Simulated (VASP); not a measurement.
# CoSi2 (Fm-3m) in VASP: single point with PBE

Aim: the single point of CoSi2 with PBE.

All numbers are computed with VASP 6.6.1; they aren't measurements. Logs are shortened: lines on timing, memory, paths and dates and some standing lists are left out, and cuts for length are marked.

## (1) The cell of the first run

The structure is cubic, space group Fm-3m (No. 225). Conventional cell: a = 5.360 Å, b = 5.360 Å, c = 5.360 Å, α = 90.00°, β = 90.00°, γ = 90.00°. Within 3.1 Å of Co (site symmetry m-3m) lie 8 Si at 2.32 Å. Si (site symmetry -43m) has 4 Co at 2.32 Å and 6 Si at 2.68 Å within 3.1 Å.

## (2) Single point, PBE

POSCAR reads:

```
CoSi2
1.0
    0.0000000000      2.6802275021      2.6802275021
    2.6802275021      0.0000000000      2.6802275021
    2.6802275021      2.6802275021      0.0000000000
Co Si
1 2
Direct
    0.0000000000      0.0000000000      0.0000000000
    0.2500000000      0.2500000000      0.2500000000
    0.7500000000      0.7500000000      0.7500000000
```

INCAR.step1 reads:

```
ALGO = Normal
EDIFF = 1E-6
ENCUT = 520
GGA = PE
GGA_COMPAT = False
ISIF = 2
ISMEAR = 0
LASPH = True
LCHARG = True
LMAXMIX = 4
LORBIT = 11
LREAL = False
LWAVE = False
NBANDS = 16
NEDOS = 2001
NELM = 120
PREC = Accurate
SIGMA = 0.1
```

KPOINTS.step1 reads:

```
k-points
0
Gamma
  14 14 14
```

INCAR.step2 reads:

```
ALGO = Normal
EDIFF = 1E-6
ENCUT = 520
GGA = PE
GGA_COMPAT = False
ICHARG = 11
ISIF = 2
ISMEAR = -5
LASPH = True
LCHARG = False
LMAXMIX = 4
LORBIT = 11
LREAL = False
LWAVE = False
NEDOS = 1001
NELM = 120
PREC = Accurate
SIGMA = 0.1
```

KPOINTS.step2 reads:

```
k-points
0
Gamma
  21 21 21
```

Potentials or basis: VASP PAW PBE potentials, release 64 (Co, Si).

Command:

```
> cat potpaw_PBE.64/Co/POTCAR potpaw_PBE.64/Si/POTCAR > POTCAR
> cp INCAR.step1 INCAR
> cp KPOINTS.step1 KPOINTS
> mpirun -np 1 vasp_std > vasp.out
> cp INCAR.step2 INCAR
> cp KPOINTS.step2 KPOINTS
> mpirun -np 1 vasp_std > vasp.out
```

OUTCAR:

```text
EDIFF = 1E-6
   ENCUT = 520
   GGA = PE
   ICHARG = 11
   ISIF = 2
   ISMEAR = -5
   LASPH = True
   LORBIT = 11
   LREAL = False
   NELM = 120
   PREC = Accurate

 ion  position               nearest neighbor table
   1  0.000  0.000  0.000-   2 2.32   3 2.32   3 2.32   3 2.32   3 2.32   2 2.32   2 2.32   2 2.32

   2  0.250  0.250  0.250-   1 2.32   1 2.32   1 2.32   1 2.32   3 2.68   3 2.68   3 2.68   3 2.68
                             3 2.68   3 2.68
   3  0.750  0.750  0.750-   1 2.32   1 2.32   1 2.32   1 2.32   2 2.68   2 2.68   2 2.68   2 2.68
                             2 2.68   2 2.68

  LATTYP: Found a face centered cubic cell.
 ALAT       =     5.3604550042

  Lattice vectors:

 A1 = (   0.0000000000,   2.6802275021,   2.6802275021)
 A2 = (   2.6802275021,   0.0000000000,   2.6802275021)
 A3 = (   2.6802275021,   2.6802275021,   0.0000000000)

Analysis of symmetry for initial positions (statically):
=====================================================================
 Subroutine PRICEL returns:
 Original cell was already a primitive cell.

 Routine SETGRP: Setting up the symmetry group for a
 face centered cubic supercell.

 Subroutine GETGRP returns: Found 48 space group operations
 (whereof 48 operations were pure point group operations)
 out of a pool of 48 trial point group operations.

The static configuration has the point symmetry O_h .

Analysis of symmetry for dynamics (positions and initial velocities):
=====================================================================
 Subroutine PRICEL returns:
 Original cell was already a primitive cell.

 Routine SETGRP: Setting up the symmetry group for a
 face centered cubic supercell.

 Subroutine GETGRP returns: Found 48 space group operations
 (whereof 48 operations were pure point group operations)
 out of a pool of 48 trial point group operations.

The dynamic configuration has the point symmetry O_h .

 Subroutine INISYM returns: Found 48 space group operations
 (whereof 48 operations are pure point group operations),
 and found     1 'primitive' translations

----------------------------------------------------------------------------------------

                                     Primitive cell

  volume of cell :      38.5075

  direct lattice vectors                    reciprocal lattice vectors
     0.000000000  2.680227502  2.680227502    -0.186551328  0.186551328  0.186551328
     2.680227502  0.000000000  2.680227502     0.186551328 -0.186551328  0.186551328
     2.680227502  2.680227502  0.000000000     0.186551328  0.186551328 -0.186551328

  length of vectors
     3.790414084  3.790414084  3.790414084     0.323116378  0.323116378  0.323116378

  position of ions in fractional coordinates (direct lattice)
     0.000000000  0.000000000  0.000000000
     0.250000000  0.250000000  0.250000000
     0.750000000  0.750000000  0.750000000

  ion indices of the primitive-cell ions
   primitive index   ion index
                 1           1
                 2           2
                 3           3

----------------------------------------------------------------------------------------

 KPOINTS: k-points

Automatic generation of k-mesh.
 Grid dimensions read from file:
 generate k-points for:   21   21   21

 Generating k-lattice:

  Cartesian coordinates                     Fractional coordinates (reciprocal lattice)
    -0.008883397  0.008883397  0.008883397     0.047619048  0.000000000  0.000000000
     0.008883397 -0.008883397  0.008883397     0.000000000  0.047619048  0.000000000
     0.008883397  0.008883397 -0.008883397     0.000000000  0.000000000  0.047619048

  Length of vectors
     0.015386494  0.015386494  0.015386494

  Shift w.r.t. Gamma in fractional coordinates (k-lattice)
     0.000000000  0.000000000  0.000000000

 TETIRR: Found   1276 inequivalent tetrahedra from    55566

 Subroutine IBZKPT returns following result:
 ===========================================

 Found    286 irreducible k-points:

 Following reciprocal coordinates:
            Coordinates               Weight
  0.000000  0.000000  0.000000      1.000000
  0.047619  0.000000  0.000000      8.000000
  0.095238  0.000000  0.000000      8.000000
  0.142857  0.000000  0.000000      8.000000
  0.190476  0.000000  0.000000      8.000000
  0.238095  0.000000  0.000000      8.000000
[... 16 lines left out ...]
 -0.428571  0.047619  0.000000     24.000000
 -0.380952  0.047619  0.000000     24.000000
 [... further k-points ...]
   k-points           NKPTS =    286   k-points in BZ     NKDIM =    286   number of bands    NBANDS=     12
   number of dos      NEDOS =   1001   number of ions     NIONS =      3
   total plane-waves  NPLWV =  21952
   dimension x,y,z NGX =    28 NGY =   28 NGZ =   28
   dimension x,y,z NGXF=    56 NGYF=   56 NGZF=   56
   ions per type =               1   2
   NGX,Y,Z   is equivalent  to a cutoff of  12.28, 12.28, 12.28 a.u.
   NGXF,Y,Z  is equivalent  to a cutoff of  24.56, 24.56, 24.56 a.u.
 SYSTEM =  unknown system
   PREC   = accura    normal or accurate (medium, high low for compatibility)
   ISTART =      0    job   : 0-new  1-cont  2-samecut
   ICHARG =     11    charge: 1-file 2-atom 10-const
   ISPIN  =      1    spin polarized calculation?
   LNONCOLLINEAR =      F non collinear calculations
   LSORBIT =      F    spin-orbit coupling
   LASPH  =      T    aspherical Exc in radial PAW
   ENCUT  =  520.0 eV  38.22 Ry    6.18 a.u.   7.05  7.05  7.05*2*pi/ulx,y,z
   NELM   =    120;   NELMIN=  2; NELMDL=  0     # of ELM steps
   EDIFF  = 0.1E-05   stopping-criterion for ELM
   LREAL  =      F    real-space projection
   EDIFFG = 0.1E-04   stopping-criterion for IOM
   NSW    =      0    number of steps for IOM
   IBRION =     -1    ionic relax: 0-MD 1-quasi-New 2-CG
   NFREE  =      0    steps in history (QN), initial steepest desc. (CG)
   ISIF   =      2    stress and relaxation
   ISYM   =      2    0-nonsym 1-usesym 2-fastsym
   POTIM  = 0.5000    time-step for ionic-motion
   TEBEG  =    0.0;   TEEND  =   0.0 temperature during run
   PSTRESS=    0.0 pullay stress
   NELECT =      17.0000    total number of electrons
   NUPDOWN=      -1.0000    fix difference up-down
   EMIN   =  10.00;   EMAX   =-10.00  energy-range for DOS
   EFERMI =   0.00;   METHOD = LEGACY
   ISMEAR =    -5;   SIGMA  =   0.10  broadening in eV -4-tet -1-fermi 0-gaus
   EFERMI_NEDOS =   21; number of points for ismear=-14 and -15
   IALGO  =     38    algorithm
   IMIX   =      4    mixing-type and parameters
     AMIX     =   0.40;   BMIX     =  1.00
     AMIX_MAG =   1.60;   BMIX_MAG =  1.00
  volume/ion in A,a.u.               =      12.84        86.62
  Fermi-wavevector in a.u.,A,eV,Ry     =   1.246549  2.355637 21.141893  1.553885
  Thomas-Fermi vector in A             =   2.380722
   LORBIT       =     11    0 simple, 1 ext, 2 COOP (PROOUT), +10 PAW based schemes
   GGA     = PE    functional components
   LHFCALC =     F    Hartree Fock is set to
   AEXX    =    0.0000 exact exchange contribution
   IVDW    =     0    specifies the selected vdW correction
   LEPSILON=     F    determine dielectric tensor
   LRPA    =     F    only Hartree local field effects (RPA)
 non-spin polarized calculation
 Fermi weights with tetrahedron method with Bloechl corrections
  energy-cutoff  :      520.00
  volume of cell :       38.51
 maximum number of plane-waves:      1048

 number of electron      16.9999995 magnetization

 Free energy of the ion-electron system (eV)
  ---------------------------------------------------
  ext. energy  EPLUGINS =         0.00000000
  ---------------------------------------------------
  free energy    TOTEN  =       -19.29408418 eV

  energy without entropy =      -19.29408418  energy(sigma->0) =      -19.29408418

 E-fermi :  10.0375     XC(G=0): -11.7348

 val. band max:       10.0581992244   @ k =  -0.3333   0.0476   0.0000
 cond. band min:      10.0125171027   @ k =   0.2381   0.2381   0.0000
 fundamental gap:     -0.0456821216
 Fermi energy:        10.0374650205

 k-point     1 :       0.0000    0.0000    0.0000
  band No.  band energies     occupation
      1      -3.0460      2.00000
      2       5.9931      2.00000
      3       5.9931      2.00000
      4       5.9931      2.00000
      5       8.1605      2.00000
      6       8.1606      2.00000
      7      10.7913      0.00000
      8      13.4572      0.00000
      9      13.4572      0.00000
     10      13.4626      0.00000
     11      13.5084      0.00000
     12      13.5084      0.00000

 k-point     2 :       0.0476    0.0000    0.0000
  band No.  band energies     occupation
      1      -3.0116      2.00000
      2       5.9047      2.00000
      3       6.0056      2.00000
      4       6.0056      2.00000
      5       8.1497      2.00000
      6       8.1497      2.00000
      7      10.8346      0.00000
      8      12.6238      0.00000
      9      13.0486      0.00000
     10      13.0486      0.00000
     11      13.9311      0.00000
     12      13.9329      0.00000
[... 301 lines left out ...]
 k-point    23 :      -0.4286    0.0476    0.0000
  band No.  band energies     occupation
      1      -0.1887      2.00000
      2       1.3715      2.00000
      3       6.3867      2.00000
      4       6.5207      2.00000
      5       7.8892      2.00000
      6       8.2441      2.00000
      7       8.4328      2.00000
      8       9.5483      2.00000
      9       9.8185      2.06731
     10      12.6303      0.00000
     11      13.4947      0.00000
     12      13.7664      0.00000

 k-point    24 :      -0.3810    0.0476    0.0000
  band No.  band energies     occupation
      1      -0.7236      2.00000
      2       2.0218      2.00000
      3       6.3419      2.00000
      4       6.5222      2.00000
      5       8.0454      2.00000
      6       8.0832      2.00000
      7       8.3522      2.00000
      8       9.7590      2.11666
      9      10.1555      0.26812
     10      12.6682      0.00000
     11      13.4998      0.00000
     12      13.7608      0.00000

 [... further k-points ...]

------------------------ aborting loop because EDIFF is reached ----------------------------------------

  FORCE on cell =-STRESS in cart. coord.  units (eV):
  Direction    XX          YY          ZZ          XY          YZ          ZX
  --------------------------------------------------------------------------------------
  -------------------------------------------------------------------------------------
  Total       -0.0857693     -0.0857693     -0.0857693      0.0000000      0.0000000     -0.0000000
  in kB       -3.5685971     -3.5685971     -3.5685971      0.0000000      0.0000000     -0.0000000
  external PRESSURE =      -3.5685971 kB  Pullay stress =       0.0000000 kB

 VOLUME and BASIS-vectors are now :
 -----------------------------------------------------------------------------
  energy-cutoff  :      520.00
  volume of cell :       38.51
      direct lattice vectors                 reciprocal lattice vectors
     0.000000000  2.680227502  2.680227502    -0.186551328  0.186551328  0.186551328
     2.680227502  0.000000000  2.680227502     0.186551328 -0.186551328  0.186551328
     2.680227502  2.680227502  0.000000000     0.186551328  0.186551328 -0.186551328

 POSITION                                       TOTAL-FORCE (eV/Angst)
 -----------------------------------------------------------------------------------
      0.00000      0.00000      0.00000         0.000000      0.000000      0.000000
      1.34011      1.34011      1.34011         0.000000      0.000000      0.000000
      4.02034      4.02034      4.02034        -0.000000     -0.000000     -0.000000
 -----------------------------------------------------------------------------------
    total drift:                                0.000000      0.000000      0.000000

  FREE ENERGIE OF THE ION-ELECTRON SYSTEM (eV)
  ---------------------------------------------------
  free  energy   TOTEN  =       -19.2940841833 eV

  energy  without entropy=      -19.2940841833  energy(sigma->0) =      -19.29408418

 total charge

# of ion       s       p       d       tot
------------------------------------------
    1        0.539   0.717   7.592   8.848
    2        0.717   0.872   0.000   1.589
    3        0.717   0.872   0.000   1.589
--------------------------------------------------
tot          1.973   2.460   7.592  12.025
```

Run time: 1.8 min. Hardware: 1 thread of Intel Xeon 8259CL, shared host; peak memory 0.24 GiB.

What came out:

- Valence electrons inside the program's atomic spheres: Co 8.85; Si 1.59

Levels at points of the mesh, in eV from the Fermi level:
```csv
k point,band 7,band 8,band 9,band 10,band 11,band 12
"(0.00, 0.00, 0.00)",0.75,3.42,3.42,3.43,3.47,3.47
```

Caveat: an odd number of electrons without spin polarisation forces a metal; a magnetic or distorted state may lie lower. Spin polarisation is off, so any magnetic state and its effect on volume and gap are missing.
